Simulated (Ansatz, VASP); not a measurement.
**Two plane-wave programs on Cs**

```
Cs
1.0
     8.22419    0.00000    0.00000
    -4.11209    7.12236    0.00000
     0.00000    0.00000    4.92121
Cs
3
Direct
  0.00000 0.00000 0.00000
  0.33333 0.66667 0.50000
  0.66667 0.33333 0.50000
```

Alike in both runs: task single point; functional LDA; k mesh 5 × 5 × 7; occupations fermi-dirac, width 0.1 eV; no spin polarisation.

|  | VASP | Ansatz |
| --- | --- | --- |
| version | VASP 6.6.1 | Ansatz 0.2.0 |
| potentials or method | VASP PAW LDA potentials, release 64 (Cs_sv), cutoff 520 eV | plane waves (420 eV) with PAW, scalar-relativistic |
| valence electrons in the cell | 27 | 27 |

|  | VASP | Ansatz | Ansatz less VASP |
| --- | --- | --- | --- |
| pressure (GPa) | 0.0 | 0.0 | +0.01 |

Ansatz warns that its potentials were made for another functional, while VASP's fit it. LDA's correlation is that of Perdew and Zunger in VASP and of Perdew and Wang (1992) in Ansatz.

Neither program's run includes spin-orbit coupling.
